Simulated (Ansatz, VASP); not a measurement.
# Cu in VASP and in Ansatz

```
Cu
1.0
    -1.41696    1.41696    1.35140
     1.41696   -1.41696    1.35140
     1.41696    1.41696   -1.35140
Cu
1
Direct
  0.00000 0.00000 0.00000
```

Alike in both runs: functional PBEsol; dispersion D3(BJ); k mesh 16 × 16 × 16; no spin polarisation.

Ansatz relaxed the structure, and its values are those at the end. VASP's run is a single point on that final structure, the one shown.

|  | VASP | Ansatz |
| --- | --- | --- |
| version | VASP 6.6.1 | Ansatz 0.2.0 |
| potentials or method | VASP PAW PBE potentials, release 64 (Cu), cutoff 520 eV | plane waves, PAW |
| occupations | fermi-dirac, width 0.1 eV | fermi-dirac |
| valence electrons in the cell | 11 | 19 |

Ansatz gave:

* pressure (GPa): 0.0

Question: Which values does VASP return?

Answer: Pressure (GPa): 0.8.

VASP's potentials were made for PBE, not for PBEsol. VASP's potentials hold 11 valence electrons a cell and Ansatz's 19, so a difference there can come from the potentials and not from the codes.
